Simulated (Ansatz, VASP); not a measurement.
# One calculation of Zn, two programs

The input INCAR:

```
PREC     = Accurate       # precision mode
ENCUT    = 500            # plane-wave cutoff, eV
EDIFF    = 1E-6           # SCF threshold, eV
ISMEAR   = -1             # smearing method
SIGMA    = 0.1            # smearing width, eV
LREAL    = False          # projectors in reciprocal space
LASPH    = True           # aspherical terms in the spheres
NELM     = 120            # most SCF steps
ALGO     = Normal         # electronic algorithm
ISIF     = 2              # what is computed and relaxed
LWAVE    = False          # write WAVECAR
LCHARG   = False          # write CHGCAR
GGA      = PE             # functional
NBANDS   = 32             # bands
GGA_COMPAT= False
```

File KPOINTS:

```
regular mesh
0
Gamma
  14 7 8
```

Contents of POSCAR:

```
Zn
1.0
   -1.3179064435      2.2826809196      0.0000000000
    0.0000000000      0.0000000000      5.0929170809
    3.9537193303      2.2826809197      0.0000000000
Zn
4
Direct
    0.5000000000      0.2500000000      0.1666666670
    0.0000000000      0.2500000000      0.6666666670
    0.0000000000      0.7500000000      0.3333333330
    0.5000000000      0.7500000000      0.8333333330
```

Input for Ansatz:

```yaml
crystal:
  lattice:
    - [-1.3179064435, 2.2826809196, 0.0]
    - [0.0, 0.0, 5.0929170809]
    - [3.9537193303, 2.2826809197, 0.0]
  atoms:
    - { symbol: Zn, position: [0.5, 0.25, 0.166666667] }
    - { symbol: Zn, position: [0.0, 0.25, 0.666666667] }
    - { symbol: Zn, position: [0.0, 0.75, 0.333333333] }
    - { symbol: Zn, position: [0.5, 0.75, 0.833333333] }
kpoints:
  mp_grid: { grid: [14, 7, 8] }
scf:
  occupations: { method: fermi_dirac, width: 0.1 }
hamiltonian:
  xc: pbe
  pseudopotentials: { kind: all_electron, lapw: { basis_error: 0.001 } }
output:
  forces: true
  stress: true
  eigenvalues: true
```

Alike in both runs: task single point; functional PBE; k mesh 14 × 7 × 8; occupations fermi-dirac, width 0.1 eV; no spin polarisation.

```csv
,VASP,Ansatz
version,VASP 6.6.1,Ansatz 0.2.0
potentials or method,"VASP PAW PBE potentials, release 64 (Zn), cutoff 500 eV","all-electron LAPW, scalar-relativistic"
```

|  | VASP | Ansatz | Ansatz less VASP |
| --- | --- | --- | --- |
| pressure (GPa) | 0.5 | 0.1 | -0.39 |
| traceless stress, the component that is largest in VASP (GPa) | -0.72 | -0.54 | +0.177 |

Ansatz ran all-electron here, and VASP with PAW potentials.
